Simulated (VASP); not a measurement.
# AlN (F-43m) in VASP: single point with HSE06

Aim: the single point of AlN with HSE06.

Everything below comes from runs of VASP 6.6.1. Logs are shortened: lines on timing, memory, paths and dates and some standing lists are left out, and cuts for length are marked.

### Step 1. The cell of the first run

Symmetry: F-43m, No. 216, cubic system. The conventional cell has a = 4.381 Å, b = 4.381 Å, c = 4.381 Å, α = 90.00°, β = 90.00°, γ = 90.00°. Within 2.5 Å of Al (site symmetry -43m) lie 4 N at 1.90 Å. Within 2.5 Å of N (site symmetry -43m) lie 4 Al at 1.90 Å.

### Step 2. Single point, HSE06

Contents of POSCAR:

```
AlN
1.0
    0.0000000000      2.1906978614      2.1906978614
    2.1906978614      0.0000000000      2.1906978614
    2.1906978614      2.1906978614      0.0000000000
Al N
1 1
Direct
    0.0000000000      0.0000000000      0.0000000000
    0.2500000000      0.2500000000      0.2500000000
```

Contents of INCAR.step1:

```
SYSTEM = AlN
ALGO     = Normal         ! electronic algorithm
EDIFF    = 1E-5           ! SCF threshold, eV
ENCUT    = 520            ! plane-wave cutoff, eV
GGA      = PE             ! functional
ISIF     = 2              ! what is computed and relaxed
ISMEAR   = 0              ! smearing method
LASPH    = .TRUE.         ! aspherical terms in the spheres
LCHARG   = .FALSE.        ! write CHGCAR
LREAL    = .FALSE.        ! projectors in reciprocal space
LWAVE    = .TRUE.         ! write WAVECAR
NBANDS   = 11             ! bands
NELM     = 80             ! most SCF steps
PREC     = Accurate       ! precision mode
SIGMA    = 0.05           ! smearing width, eV
```

Contents of INCAR.step2:

```
SYSTEM = AlN
ALGO     = Normal         ! electronic algorithm
EDIFF    = 1E-6           ! SCF threshold, eV
ENCUT    = 520            ! plane-wave cutoff, eV
GGA      = PE             ! functional
HFSCREEN = 0.2079         ! screening, 1/A
ISIF     = 2              ! what is computed and relaxed
ISMEAR   = 0              ! smearing method
ISTART   = 1            
LASPH    = .TRUE.         ! aspherical terms in the spheres
LCHARG   = .FALSE.        ! write CHGCAR
LHFCALC  = .TRUE.         ! exact exchange
LREAL    = .FALSE.        ! projectors in reciprocal space
LWAVE    = .FALSE.        ! write WAVECAR
NBANDS   = 11             ! bands
NELM     = 80             ! most SCF steps
PREC     = Accurate       ! precision mode
PRECFOCK = Normal       
SIGMA    = 0.05           ! smearing width, eV
```

Contents of KPOINTS:

```
k-points
0
G
  6 6 6
  0 0 0
```

Potentials or basis: VASP PAW PBE potentials, release 64 (Al, N).

Command:

```sh
$ cat potpaw_PBE.64/Al/POTCAR potpaw_PBE.64/N/POTCAR > POTCAR
$ cp INCAR.step1 INCAR
$ mpirun -np 1 vasp_std > vasp.out
$ cp INCAR.step2 INCAR
$ mpirun -np 1 vasp_std > vasp.out
```

OUTCAR:

```text
SYSTEM = AlN
   EDIFF = 1E-6
   ENCUT = 520
   GGA = PE
   HFSCREEN = 0.2079
   ISIF = 2
   ISMEAR = 0
   ISTART = 1
   LASPH = .TRUE.
   LHFCALC = .TRUE.
   LREAL = .FALSE.
   NELM = 80
   PREC = Accurate
   PRECFOCK = Normal

 ion  position               nearest neighbor table
   1  0.000  0.000  0.000-   2 1.90   2 1.90   2 1.90   2 1.90
   2  0.250  0.250  0.250-   1 1.90   1 1.90   1 1.90   1 1.90

  LATTYP: Found a face centered cubic cell.
 ALAT       =     4.3813957228

  Lattice vectors:

 A1 = (   0.0000000000,   2.1906978614,   2.1906978614)
 A2 = (   2.1906978614,   0.0000000000,   2.1906978614)
 A3 = (   2.1906978614,   2.1906978614,   0.0000000000)

Analysis of symmetry for initial positions (statically):
=====================================================================
 Subroutine PRICEL returns:
 Original cell was already a primitive cell.

 Routine SETGRP: Setting up the symmetry group for a
 face centered cubic supercell.

 Subroutine GETGRP returns: Found 24 space group operations
 (whereof 24 operations were pure point group operations)
 out of a pool of 48 trial point group operations.

The static configuration has the point symmetry T_d .

Analysis of symmetry for dynamics (positions and initial velocities):
=====================================================================
 Subroutine PRICEL returns:
 Original cell was already a primitive cell.

 Routine SETGRP: Setting up the symmetry group for a
 face centered cubic supercell.

 Subroutine GETGRP returns: Found 24 space group operations
 (whereof 24 operations were pure point group operations)
 out of a pool of 48 trial point group operations.

The dynamic configuration has the point symmetry T_d .

 Subroutine INISYM returns: Found 24 space group operations
 (whereof 24 operations are pure point group operations),
 and found     1 'primitive' translations

----------------------------------------------------------------------------------------

                                     Primitive cell

  volume of cell :      21.0270

  direct lattice vectors                    reciprocal lattice vectors
     0.000000000  2.190697861  2.190697861    -0.228237772  0.228237772  0.228237772
     2.190697861  0.000000000  2.190697861     0.228237772 -0.228237772  0.228237772
     2.190697861  2.190697861  0.000000000     0.228237772  0.228237772 -0.228237772

  length of vectors
[... 89 lines left out ...]
   EFERMI_NEDOS =   21; number of points for ismear=-14 and -15
   IALGO  =     38    algorithm
   IMIX   =      1    mixing-type and parameters
     AMIX     =   0.40;   BMIX     =  1.00
     AMIX_MAG =   1.60;   BMIX_MAG =  1.00
  volume/ion in A,a.u.               =      10.51        70.95
  Fermi-wavevector in a.u.,A,eV,Ry     =   1.186258  2.241702 19.146215  1.407207
  Thomas-Fermi vector in A             =   2.322434
   LORBIT       =      0    0 simple, 1 ext, 2 COOP (PROOUT), +10 PAW based schemes
   GGA     = PE    functional components
   LHFCALC =     T    Hartree Fock is set to
   PRECFOCK=normal    Normal, Fast or Accurate (Low or Medium for compatibility)
   ENCUT4O =  -1.0   cutoff for four orbital integrals eV
   NKREDX  =     1    reduce k-point grid by
   NKREDY  =     1    reduce k-point grid by
   NKREDZ  =     1    reduce k-point grid by
   AEXX    =    0.2500 exact exchange contribution
   HFSCREEN=    0.2079 screening length (either q_TF or 0.3 A-1)
   HFSCREENC=   0.2079 screening length for correlation (either q_TF or 0.3 A-1)
   ENCUTFOCK=  -1.0 apply spherical cutoff to Coloumb kernel
   IVDW    =     0    specifies the selected vdW correction
   LEPSILON=     F    determine dielectric tensor
   LRPA    =     F    only Hartree local field effects (RPA)
 non-spin polarized calculation
 Gauss-broadening in eV      SIGMA  =   0.05
  energy-cutoff  :      520.00
  volume of cell :       21.03
 maximum number of plane-waves:       588
  NGX = 18; NGY = 18; NGZ = 18

 number of electron       8.0000000 magnetization

 Free energy of the ion-electron system (eV)
  ---------------------------------------------------
  ext. energy  EPLUGINS =         0.00000000
  ---------------------------------------------------
  free energy    TOTEN  =       -17.39325724 eV

  energy without entropy =      -17.39325724  energy(sigma->0) =      -17.39325724

 E-fermi :   5.2169     XC(G=0):  -8.9827

 val. band max:        4.9629742222   @ k =   0.0000   0.0000   0.0000
 cond. band min:       9.5073795702   @ k =   0.5000   0.5000   0.0000
 fundamental gap:      4.5444053480
 Fermi energy:         5.2169486831

 k-point     1 :       0.0000    0.0000    0.0000
  band No.  band energies     occupation
      1     -11.4586      2.00000
      2       4.9630      2.00000
      3       4.9630      2.00000
      4       4.9630      2.00000
      5      10.4250      0.00000
      6      19.1054      0.00000
      7      19.1054      0.00000
      8      19.1054      0.00000
      9      24.4773      0.00000
     10      24.4773      0.00000
     11      25.8525      0.00000
[... 197 lines left out ...]
 k-point    16 :      -0.3333    0.5000    0.1667
  band No.  band energies     occupation
      1      -8.5893      2.00000
      2       0.2948      2.00000
      3       1.9546      2.00000
      4       2.3053      2.00000
      5      11.5274      0.00000
      6      16.8106      0.00000
      7      19.6652      0.00000
      8      19.8745      0.00000
      9      23.4926      0.00000
     10      27.1041      0.00000
     11      31.6539      0.00000

------------------------ aborting loop because EDIFF is reached ----------------------------------------

  FORCE on cell =-STRESS in cart. coord.  units (eV):
  Direction    XX          YY          ZZ          XY          YZ          ZX
  --------------------------------------------------------------------------------------
  -------------------------------------------------------------------------------------
  Total       -0.3226167     -0.3226167     -0.3226167      0.0000000     -0.0000000      0.0000000
  in kB      -24.5821569    -24.5821569    -24.5821569      0.0000000     -0.0000000      0.0000000
  external PRESSURE =     -24.5821569 kB  Pullay stress =       0.0000000 kB

 VOLUME and BASIS-vectors are now :
 -----------------------------------------------------------------------------
  energy-cutoff  :      520.00
  volume of cell :       21.03
      direct lattice vectors                 reciprocal lattice vectors
     0.000000000  2.190697861  2.190697861    -0.228237772  0.228237772  0.228237772
     2.190697861  0.000000000  2.190697861     0.228237772 -0.228237772  0.228237772
     2.190697861  2.190697861  0.000000000     0.228237772  0.228237772 -0.228237772

 POSITION                                       TOTAL-FORCE (eV/Angst)
 -----------------------------------------------------------------------------------
      0.00000      0.00000      0.00000         0.000000      0.000000      0.000000
      1.09535      1.09535      1.09535        -0.000000     -0.000000     -0.000000
 -----------------------------------------------------------------------------------
    total drift:                                0.000000     -0.000000     -0.000000

  FREE ENERGIE OF THE ION-ELECTRON SYSTEM (eV)
  ---------------------------------------------------
  free  energy   TOTEN  =       -17.3932572356 eV

  energy  without entropy=      -17.3932572356  energy(sigma->0) =      -17.39325724
```

OUTCAR.step1:

```text
SYSTEM = AlN
   EDIFF = 1E-5
   ENCUT = 520
   GGA = PE
   ISIF = 2
   ISMEAR = 0
[... 435 lines left out ...]
      0.00000      0.00000      0.00000        -0.000000     -0.000000     -0.000000
      1.09535      1.09535      1.09535         0.000000      0.000000      0.000000
 -----------------------------------------------------------------------------------
    total drift:                                0.000000      0.000000      0.000000

  FREE ENERGIE OF THE ION-ELECTRON SYSTEM (eV)
  ---------------------------------------------------
  free  energy   TOTEN  =       -14.8431204486 eV

  energy  without entropy=      -14.8431204486  energy(sigma->0) =      -14.84312045
```

Run time: 5.1 min. Hardware: 1 thread of AMD EPYC 7R43 (Zen 3), shared host; peak memory 0.21 GiB.

Results:

| Quantity | Value |
| --- | --- |
| Free energy | -17.3933 eV |
| Pressure | -2.5 GPa |
| Band gap on the k mesh | 4.54 eV (least direct gap 5.46 eV) |

Levels at points of the mesh, in eV from the valence-band top:
```
           k point  band 1  band 2  band 3  band 4  band 5  band 6  band 7  band 8  band 9
(0.00, 0.00, 0.00)  -16.42    0.00    0.00    0.00    5.46   14.14   14.14   14.14   19.51
(0.50, 0.00, 0.00)  -14.27   -6.31   -0.53   -0.53    8.78   11.57   12.69   12.69   19.79
(0.50, 0.50, 0.00)  -13.60   -5.30   -1.94   -1.94    4.54   10.02   15.97   17.70   17.70
```

Caveat: the PAW data sets were made with another functional, which shifts forces and pressure a little. A k mesh can miss the band edges.
